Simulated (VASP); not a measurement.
## YTl: electric field gradients with LDA

Crystal: YTl.

```xyz
2
Lattice="3.8004 0.0000 0.0000 0.0000 3.8004 0.0000 0.0000 0.0000 3.8004" Properties=species:S:1:pos:R:3 pbc="T T T"
Y     1.9002    1.9002    1.9002
Tl    0.0000    0.0000    0.0000
```

```
Program                : VASP 6.6.1
Task                   : electric field gradients
Functional             : LDA
Potentials or basis    : VASP PAW LDA potentials, release 64 (Y_sv, Tl_d)
Cutoff                 : 520 eV
k mesh                 : 11 × 11 × 11
Occupations            : fermi-dirac, width 0.08 eV
Spin                   : no spin polarisation
Dipole correction      : no
Further INCAR settings : ALGO = Normal; EDIFF = 1e-08; NBANDS = 19
```

| Item | Value |
| --- | --- |
| Pressure | -4.9 GPa |
| Band gap on the k mesh | zero (bands 12 and 13 overlap by 2.14 eV) |
| Largest electric field gradient by atom | zero within the noise of the run |

Levels at points of the mesh, in eV from the Fermi level:
```
           k point  band 8  band 9  band 10  band 11  band 12  band 13  band 14  band 15  band 16  band 17
(0.00, 0.00, 0.00)  -11.43  -11.43    -8.87    -0.13    -0.13     2.96     2.96     2.96     3.31     3.31
```

Run time: 18 s on 1 thread of Intel(R) Xeon(R) 6975P-C (Granite Rapids), on a shared host, peak memory 0.19 GiB.

Caveat: the cell stands under tension; spin-orbit coupling is left out, which moves the levels of the heavy elements.
